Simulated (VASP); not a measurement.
# BaHfO3 (ae) (Pm-3m) in VASP: single point with PBEsol

Aim: the single point of BaHfO3 (ae) with PBEsol.

Everything below comes from runs of VASP 6.6.1. Logs are shortened: lines on timing, memory, paths and dates and some standing lists are left out, and cuts for length are marked.

## (1) The cell of the first run

Symmetry: Pm-3m, No. 221, cubic system. The conventional cell has a = 4.158 Å, b = 4.158 Å, c = 4.158 Å, α = 90.00°, β = 90.00°, γ = 90.00°. Ba (site symmetry m-3m) has 12 O at 2.94 Å and 8 Hf at 3.60 Å within 3.9 Å. Hf (site symmetry m-3m) has 6 O at 2.08 Å within 2.8 Å. O (site symmetry 4/mmm) has 2 Hf at 2.08 Å within 2.8 Å.

## (2) Single point, PBEsol

Input file INCAR:

```
ALGO     = Normal         # electronic algorithm
EDIFF    = 1E-6           # SCF threshold, eV
ENCUT    = 600            # plane-wave cutoff, eV
GGA      = PS             # functional
GGA_COMPAT= False        
ISIF     = 2              # what is computed and relaxed
ISMEAR   = 0              # smearing method
LASPH    = True           # aspherical terms in the spheres
LCHARG   = True           # write CHGCAR
LELF     = True           # ELF
LREAL    = False          # projectors in reciprocal space
LVHAR    = True         
LWAVE    = False          # write WAVECAR
NBANDS   = 27             # bands
NELM     = 120            # most SCF steps
PREC     = Accurate       # precision mode
SIGMA    = 0.02           # smearing width, eV
```

Input file KPOINTS:

```
k-points
0
Gamma
  6 6 6
```

Input file POSCAR:

```
BaHfO3
1.0
    4.1581190890      0.0000000000      0.0000000000
    0.0000000000      4.1581190890      0.0000000000
    0.0000000000      0.0000000000      4.1581190890
Ba Hf O
1 1 3
Direct
    0.5000000000      0.5000000000      0.5000000000
    0.0000000000      0.0000000000      0.0000000000
    0.0000000000      0.5000000000      0.0000000000
    0.5000000000      0.0000000000      0.0000000000
    0.0000000000      0.0000000000      0.5000000000
```

Potentials or basis: VASP PAW PBE potentials, release 64 (Ba_sv, Hf_pv, O).

The run is started by

```bash
cat potpaw_PBE.64/Ba_sv/POTCAR potpaw_PBE.64/Hf_pv/POTCAR potpaw_PBE.64/O/POTCAR > POTCAR
mpirun -np 1 vasp_std > vasp.out
```

OUTCAR:

```text
EDIFF = 1E-6
   ENCUT = 600
   GGA = PS
   ISIF = 2
   ISMEAR = 0
   LASPH = True
   LREAL = False
   NELM = 120
   PREC = Accurate

 ion  position               nearest neighbor table
   1  0.500  0.500  0.500-   3 2.94   4 2.94   5 2.94   3 2.94   4 2.94   4 2.94   5 2.94   4 2.94
                             3 2.94   5 2.94   3 2.94   5 2.94   2 3.60   2 3.60   2 3.60   2 3.60
   2  0.000  0.000  0.000-   3 2.08   4 2.08   5 2.08   5 2.08   3 2.08   4 2.08   1 3.60   1 3.60
                             1 3.60   1 3.60   1 3.60   1 3.60   1 3.60   1 3.60
   3  0.000  0.500  0.000-   2 2.08   2 2.08   1 2.94   1 2.94   1 2.94   1 2.94
   4  0.500  0.000  0.000-   2 2.08   2 2.08   1 2.94   1 2.94   1 2.94   1 2.94
   5  0.000  0.000  0.500-   2 2.08   2 2.08   1 2.94   1 2.94   1 2.94   1 2.94

  LATTYP: Found a simple cubic cell.
 ALAT       =     4.1581190890

  Lattice vectors:

 A1 = (   4.1581190890,   0.0000000000,   0.0000000000)
 A2 = (   0.0000000000,   4.1581190890,   0.0000000000)
 A3 = (   0.0000000000,   0.0000000000,   4.1581190890)

Analysis of symmetry for initial positions (statically):
=====================================================================
 Subroutine PRICEL returns:
 Original cell was already a primitive cell.

 Routine SETGRP: Setting up the symmetry group for a
 simple cubic supercell.

 Subroutine GETGRP returns: Found 48 space group operations
 (whereof 48 operations were pure point group operations)
 out of a pool of 48 trial point group operations.

The static configuration has the point symmetry O_h .

Analysis of symmetry for dynamics (positions and initial velocities):
=====================================================================
 Subroutine PRICEL returns:
 Original cell was already a primitive cell.

 Routine SETGRP: Setting up the symmetry group for a
 simple cubic supercell.

 Subroutine GETGRP returns: Found 48 space group operations
 (whereof 48 operations were pure point group operations)
 out of a pool of 48 trial point group operations.

The dynamic configuration has the point symmetry O_h .

 Subroutine INISYM returns: Found 48 space group operations
 (whereof 48 operations are pure point group operations),
 and found     1 'primitive' translations

----------------------------------------------------------------------------------------

                                     Primitive cell

  volume of cell :      71.8937

  direct lattice vectors                    reciprocal lattice vectors
     4.158119089  0.000000000  0.000000000     0.240493353  0.000000000  0.000000000
     0.000000000  4.158119089  0.000000000     0.000000000  0.240493353  0.000000000
     0.000000000  0.000000000  4.158119089     0.000000000  0.000000000  0.240493353

  length of vectors
     4.158119089  4.158119089  4.158119089     0.240493353  0.240493353  0.240493353

  position of ions in fractional coordinates (direct lattice)
     0.500000000  0.500000000  0.500000000
     0.000000000  0.000000000  0.000000000
     0.000000000  0.500000000  0.000000000
     0.500000000  0.000000000  0.000000000
     0.000000000  0.000000000  0.500000000

  ion indices of the primitive-cell ions
   primitive index   ion index
                 1           1
                 2           2
                 3           3
                 4           4
                 5           5

----------------------------------------------------------------------------------------

 KPOINTS: k-points

Automatic generation of k-mesh.
 Grid dimensions read from file:
 generate k-points for:    6    6    6

 Generating k-lattice:

  Cartesian coordinates                     Fractional coordinates (reciprocal lattice)
     0.040082225  0.000000000  0.000000000     0.166666667  0.000000000  0.000000000
     0.000000000  0.040082225  0.000000000     0.000000000  0.166666667  0.000000000
     0.000000000  0.000000000  0.040082225     0.000000000  0.000000000  0.166666667

  Length of vectors
     0.040082225  0.040082225  0.040082225

  Shift w.r.t. Gamma in fractional coordinates (k-lattice)
     0.000000000  0.000000000  0.000000000

 Subroutine IBZKPT returns following result:
 ===========================================

 Found     20 irreducible k-points:

 Following reciprocal coordinates:
            Coordinates               Weight
  0.000000  0.000000  0.000000      1.000000
  0.166667  0.000000  0.000000      6.000000
  0.333333  0.000000  0.000000      6.000000
  0.500000  0.000000  0.000000      3.000000
  0.166667  0.166667  0.000000     12.000000
  0.333333  0.166667  0.000000     24.000000
[... 12 lines left out ...]
  0.500000  0.500000  0.333333      6.000000
  0.500000  0.500000  0.500000      1.000000
   k-points           NKPTS =     20   k-points in BZ     NKDIM =     20   number of bands    NBANDS=     27
   number of dos      NEDOS =    301   number of ions     NIONS =      5
   total plane-waves  NPLWV =  46656
   dimension x,y,z NGX =    36 NGY =   36 NGZ =   36
   dimension x,y,z NGXF=    72 NGYF=   72 NGZF=   72
   ions per type =               1   1   3
   NGX,Y,Z   is equivalent  to a cutoff of  14.39, 14.39, 14.39 a.u.
   NGXF,Y,Z  is equivalent  to a cutoff of  28.79, 28.79, 28.79 a.u.
 SYSTEM =  unknown system
   PREC   = accura    normal or accurate (medium, high low for compatibility)
   ISTART =      0    job   : 0-new  1-cont  2-samecut
   ICHARG =      2    charge: 1-file 2-atom 10-const
   ISPIN  =      1    spin polarized calculation?
   LNONCOLLINEAR =      F non collinear calculations
   LSORBIT =      F    spin-orbit coupling
   LASPH  =      T    aspherical Exc in radial PAW
   ENCUT  =  600.0 eV  44.10 Ry    6.64 a.u.   8.30  8.30  8.30*2*pi/ulx,y,z
   NELM   =    120;   NELMIN=  2; NELMDL= -5     # of ELM steps
   EDIFF  = 0.1E-05   stopping-criterion for ELM
   LREAL  =      F    real-space projection
   EDIFFG = 0.1E-04   stopping-criterion for IOM
   NSW    =      0    number of steps for IOM
   IBRION =     -1    ionic relax: 0-MD 1-quasi-New 2-CG
   NFREE  =      0    steps in history (QN), initial steepest desc. (CG)
   ISIF   =      2    stress and relaxation
   ISYM   =      2    0-nonsym 1-usesym 2-fastsym
   POTIM  = 0.5000    time-step for ionic-motion
   TEBEG  =    0.0;   TEEND  =   0.0 temperature during run
   PSTRESS=    0.0 pullay stress
   NELECT =      38.0000    total number of electrons
   NUPDOWN=      -1.0000    fix difference up-down
   EMIN   =  10.00;   EMAX   =-10.00  energy-range for DOS
   EFERMI =   0.00;   METHOD = LEGACY
   ISMEAR =     0;   SIGMA  =   0.02  broadening in eV -4-tet -1-fermi 0-gaus
   EFERMI_NEDOS =   21; number of points for ismear=-14 and -15
   IALGO  =     38    algorithm
   IMIX   =      4    mixing-type and parameters
     AMIX     =   0.40;   BMIX     =  1.00
     AMIX_MAG =   1.60;   BMIX_MAG =  1.00
  volume/ion in A,a.u.               =      14.38        97.03
  Fermi-wavevector in a.u.,A,eV,Ry     =   1.323648  2.501332 23.837999  1.752043
  Thomas-Fermi vector in A             =   2.453240
   LORBIT       =      0    0 simple, 1 ext, 2 COOP (PROOUT), +10 PAW based schemes
   GGA     = PS    functional components
   LHFCALC =     F    Hartree Fock is set to
   AEXX    =    0.0000 exact exchange contribution
   IVDW    =     0    specifies the selected vdW correction
   LEPSILON=     F    determine dielectric tensor
   LRPA    =     F    only Hartree local field effects (RPA)
 non-spin polarized calculation
 Gauss-broadening in eV      SIGMA  =   0.02
  energy-cutoff  :      600.00
  volume of cell :       71.89
 maximum number of plane-waves:      2440
 NGX is ok and might be reduce to    36
   NGX = 17   NGY = 17   NGZ = 17

 number of electron      37.9999996 magnetization

 Free energy of the ion-electron system (eV)
  ---------------------------------------------------
  ext. energy  EPLUGINS =         0.00000000
  ---------------------------------------------------
  free energy    TOTEN  =       -45.52452526 eV

  energy without entropy =      -45.52452526  energy(sigma->0) =      -45.52452526

 E-fermi :   2.4823     XC(G=0): -11.1391

 val. band max:        2.3570755685   @ k =   0.5000   0.5000   0.5000
 cond. band min:       5.8544730820   @ k =   0.0000   0.0000   0.0000
 fundamental gap:      3.4973975135
 Fermi energy:         2.4822773703

 k-point     1 :       0.0000    0.0000    0.0000
  band No.  band energies     occupation
      1     -26.3023      2.00000
      2     -26.3023      2.00000
      3     -26.3023      2.00000
      4     -22.7884      2.00000
      5     -14.2725      2.00000
      6     -13.7217      2.00000
[... 19 lines left out ...]
     26      10.9746      0.00000
     27      10.9758      0.00000

 k-point     2 :       0.1667    0.0000    0.0000
  band No.  band energies     occupation
      1     -26.3388      2.00000
      2     -26.3012      2.00000
      3     -26.3012      2.00000
      4     -22.7679      2.00000
      5     -14.2600      2.00000
      6     -13.7150      2.00000
[... 19 lines left out ...]
     26      10.8604      0.00000
     27      10.9821      0.00000

 k-point     3 :       0.3333    0.0000    0.0000
  band No.  band energies     occupation
      1     -26.4100      2.00000
      2     -26.2989      2.00000
      3     -26.2989      2.00000
      4     -22.7269      2.00000
      5     -14.3371      2.00000
      6     -13.7014      2.00000
[... 19 lines left out ...]
     26      10.1426      0.00000
     27      10.9702      0.00000

 k-point     4 :       0.5000    0.0000    0.0000
  band No.  band energies     occupation
      1     -26.4447      2.00000
      2     -26.2978      2.00000
      3     -26.2978      2.00000
      4     -22.7065      2.00000
      5     -14.3939      2.00000
      6     -13.6946      2.00000
[... 19 lines left out ...]
     26      11.0326      0.00000
     27      11.0352      0.00000
[... 396 lines left out ...]
      4     -22.6531      2.00000
      5     -13.3689      2.00000
      6     -13.1601      2.00000
[... 19 lines left out ...]
     26      10.8139      0.00000
     27      11.4833      0.00000

 k-point    19 :       0.5000    0.5000    0.3333
  band No.  band energies     occupation
      1     -26.4290      2.00000
      2     -26.4290      2.00000
      3     -26.3948      2.00000
      4     -22.6432      2.00000
      5     -13.2343      2.00000
      6     -12.9990      2.00000
[... 19 lines left out ...]
     26      11.0681      0.00000
     27      11.8386      0.00000

 k-point    20 :       0.5000    0.5000    0.5000
  band No.  band energies     occupation
      1     -26.4276      2.00000
      2     -26.4276      2.00000
      3     -26.4276      2.00000
      4     -22.6327      2.00000
      5     -12.9648      2.00000
      6     -12.9648      2.00000
[... 19 lines left out ...]
     26      11.7085      0.00000
     27      11.7085      0.00000

------------------------ aborting loop because EDIFF is reached ----------------------------------------

  FORCE on cell =-STRESS in cart. coord.  units (eV):
  Direction    XX          YY          ZZ          XY          YZ          ZX
  --------------------------------------------------------------------------------------
  -------------------------------------------------------------------------------------
  Total       -0.2583608     -0.2583608     -0.2583608     -0.0000000      0.0000000     -0.0000000
  in kB       -5.7576663     -5.7576663     -5.7576663     -0.0000000      0.0000000     -0.0000000
  external PRESSURE =      -5.7576663 kB  Pullay stress =       0.0000000 kB

 VOLUME and BASIS-vectors are now :
 -----------------------------------------------------------------------------
  energy-cutoff  :      600.00
  volume of cell :       71.89
      direct lattice vectors                 reciprocal lattice vectors
     4.158119089  0.000000000  0.000000000     0.240493353  0.000000000  0.000000000
     0.000000000  4.158119089  0.000000000     0.000000000  0.240493353  0.000000000
     0.000000000  0.000000000  4.158119089     0.000000000  0.000000000  0.240493353

 POSITION                                       TOTAL-FORCE (eV/Angst)
 -----------------------------------------------------------------------------------
      2.07906      2.07906      2.07906         0.000000      0.000000      0.000000
      0.00000      0.00000      0.00000         0.000000      0.000000      0.000000
      0.00000      2.07906      0.00000         0.000000      0.000000      0.000000
      2.07906      0.00000      0.00000         0.000000      0.000000      0.000000
      0.00000      0.00000      2.07906         0.000000      0.000000      0.000000
 -----------------------------------------------------------------------------------
    total drift:                                0.000000      0.000000     -0.000000

  FREE ENERGIE OF THE ION-ELECTRON SYSTEM (eV)
  ---------------------------------------------------
  free  energy   TOTEN  =       -45.5245252572 eV

  energy  without entropy=      -45.5245252572  energy(sigma->0) =      -45.52452526
```

It took 83 s on 1 thread of AMD EPYC 7R43 (Zen 3), shared host; peak memory 0.2 GiB.

What came out:

```yaml
Free_energy: -45.5245 eV
Pressure: -0.6 GPa
Band_gap_on_the_k_mesh: 3.50 eV, indirect (least direct gap 3.70 eV)
```

Levels at points of the mesh, in eV from the valence-band top:
| k point | band 16 | band 17 | band 18 | band 19 | band 20 | band 21 | band 22 | band 23 |
| --- | --- | --- | --- | --- | --- | --- | --- | --- |
| (0.00, 0.00, 0.00) | -1.01 | -0.20 | -0.20 | -0.20 | 3.50 | 3.50 | 3.50 | 4.60 |
| (0.50, 0.00, 0.00) | -1.76 | -1.76 | -0.51 | -0.51 | 4.08 | 6.38 | 6.38 | 6.47 |
| (0.50, 0.50, 0.00) | -1.00 | -0.93 | -0.93 | -0.08 | 6.27 | 6.27 | 6.61 | 6.91 |
| (0.50, 0.50, 0.50) | -2.54 | 0.00 | 0.00 | 0.00 | 6.00 | 6.00 | 6.00 | 7.89 |

Caveat: the PAW data sets were made with another functional, which shifts forces and pressure a little; spin-orbit coupling is left out, which moves the levels of the heavy elements.
